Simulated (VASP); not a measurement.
The system is Mo.

```
Mo
1.0
     2.73551    0.00000    0.00000
    -1.36776    2.36902    0.00000
     0.00000    0.00000    2.55518
Mo
1
Direct
  0.00000 0.00000 0.50000
```

This isn't the form of Mo at room conditions, which is bcc.

```yaml
Program: VASP 6.6.1
Task: relaxation of cell and atoms
Functional: PBE
Potentials_or_basis: VASP PAW PBE potentials, release 64 (Mo_sv)
Cutoff: 600 eV
k_mesh: 18 × 18 × 16
Occupations: gaussian, width 0.1 eV
Spin: no spin polarisation
```

At the start: pressure 3.6 GPa; volume 16.56 Å³/atom.

Where does the relaxation end?

Over 6 steps the energy falls by 7.8 meV/atom and the volume is 16.82 Å³/atom (+1.6 %); space group P6/mmm (No. 191, to 0.1 Å) before and after.

Step by step:
```tsv
step	energy change (eV)	largest force (eV/Å)	pressure (GPa)	volume (Å³)
1	0.0000	0.0000	3.57	16.56
2	0.0074	0.0000	-7.06	17.45
3	-0.0066	0.0000	-1.09	16.91
4	-0.0074	0.0000	0.63	16.77
5	-0.0078	0.0000	-0.01	16.82
6	-0.0078	0.0000	0.01	16.82
```

Final structure:
```
CELL_PARAMETERS angstrom
2.77083 0.00000 0.00000
-1.38542 2.39961 0.00000
0.00000 0.00000 2.52950
ATOMIC_POSITIONS crystal
Mo 0.00000 0.00000 0.50000
```
